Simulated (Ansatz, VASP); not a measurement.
**One calculation of Ru, two programs**

```
Ru
1.0
     2.66403    0.00000    0.00000
    -1.33202    2.30712    0.00000
     0.00000    0.00000    8.55441
Ru
4
Direct
  0.00000 0.00000 0.00000
  0.00000 0.00000 0.50000
  0.33333 0.66667 0.25000
  0.66667 0.33333 0.75000
```

Alike in both runs: functional LDA; k mesh 13 × 13 × 4; occupations fermi-dirac, width 0.1 eV; no spin polarisation.

Ansatz relaxed the structure, and its values are those at the end. VASP's run is a single point on that final structure, the one shown.

```csv
,VASP,Ansatz
version,VASP 6.6.1,Ansatz 0.2.0
potentials or method,"VASP PAW LDA potentials, release 64 (Ru_sv), cutoff 560 eV","plane waves (420 eV) with PAW, scalar-relativistic"
valence electrons in the cell,64,64
```

Ansatz gave:

- pressure (GPa): 0.0

Q: Estimate VASP's values.

A: Pressure (GPa): 0.6.

Ansatz warns that its potentials were made for another functional, while VASP's fit it. LDA's correlation is that of Perdew and Zunger in VASP and of Perdew and Wang (1992) in Ansatz.
